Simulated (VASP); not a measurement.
Input of a VASP 6.6.1 run:

The input INCAR:

```
  ALGO = Normal
  EDIFF = 1E-7
  ENCUT = 520
  GGA = PE
  ISIF = 2
  ISMEAR = 0
  LASPH = True
  LCHARG = False
  LREAL = False
  LWAVE = False
  NBANDS = 15
  NELM = 100
  PREC = Accurate
  SIGMA = 0.02
```

File KPOINTS:

```
k-points
0
Gamma
  6 6 6
```

POSCAR

```
KI
1.0
    4.8915851978      0.0000000000      0.0000000000
   -2.4457925989      4.2362370460      0.0000000000
    0.0000000000      0.0000000000      4.4978931118
K I
1 1
Direct
    0.0000000000      0.0000000000      0.0000000000
    0.6666666667      0.3333333333      0.5000000000
```

Potentials or basis: VASP PAW PBE potentials, release 64 (K_sv, I).

The run is started by

```console
$ cat potpaw_PBE.64/K_sv/POTCAR potpaw_PBE.64/I/POTCAR > POTCAR
$ mpirun -np 1 vasp_std > vasp.out
```

Estimate the pressure.

0.0 GPa.

Predict the band gap on the k mesh.

3.63 eV, indirect (least direct gap 3.64 eV).

Caveat: spin-orbit coupling is left out, which moves the levels of the heavy elements. PBE gaps usually lie below the measured ones, often by a third to a half.
